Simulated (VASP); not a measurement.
In:

```xyz
4
Lattice="4.4985 0.0000 0.0000 0.0000 4.4985 0.0000 0.0000 0.0000 5.4153" Properties=species:S:1:pos:R:3 pbc="T T T"
In    0.5623    0.5623    2.7076
In    1.6869    2.8115    1.3538
In    2.8115    1.6869    4.0614
In    3.9362    3.9362    0.0000
```

The cell was built from a structure type or drawn by symmetry, and may not be a known phase.

| Item | Value |
| --- | --- |
| Program | VASP 6.6.1 |
| Task | relaxation of cell and atoms |
| Functional | PBE |
| Potentials or basis | VASP PAW PBE potentials, release 64 (In_d) |
| Cutoff | 600 eV |
| k mesh | 4 × 4 × 4 |
| Occupations | gaussian, width 0.1 eV |
| Spin | no spin polarisation |

At the start: pressure 6.2 GPa; volume 27.40 Å³/atom.

Q: Where does the relaxation end?

A: Over 11 steps the energy falls by 112.3 meV/atom and the volume is 30.90 Å³/atom (+12.8 %); space group P4_32_12 (No. 96, to 0.1 Å) before and after.

Step by step:
| step | energy change (eV) | largest force (eV/Å) | pressure (GPa) | volume (Å³) |
| --- | --- | --- | --- | --- |
| 1 | 0.0000 | 0.5449 | 6.22 | 109.58 |
| 2 | -0.3488 | 0.2325 | -0.31 | 127.30 |
| 3 | -0.3488 | 0.2288 | -0.37 | 127.59 |
| 4 | -0.3683 | 0.2191 | -0.31 | 126.75 |
| 5 | -0.4249 | 0.1410 | -0.13 | 124.19 |
| 6 | -0.3736 | 0.1999 | 1.60 | 118.83 |
| 7 | -0.4460 | 0.0701 | 0.16 | 122.62 |
| 8 | -0.4472 | 0.0415 | 0.31 | 122.07 |
| 9 | -0.4472 | 0.0477 | 0.28 | 122.18 |
| 10 | -0.4490 | 0.0281 | -0.14 | 123.91 |
| 11 | -0.4490 | 0.0311 | -0.07 | 123.62 |

Final structure:
```xyz
4
Lattice="4.8605 0.0000 0.0000 0.0000 4.8605 0.0000 0.0000 0.0000 5.2326" Properties=species:S:1:pos:R:3 pbc="T T T"
In    0.5292    0.5292    2.6163
In    1.9011    2.9594    1.3082
In    2.9594    1.9011    3.9245
In    4.3313    4.3313    0.0000
```
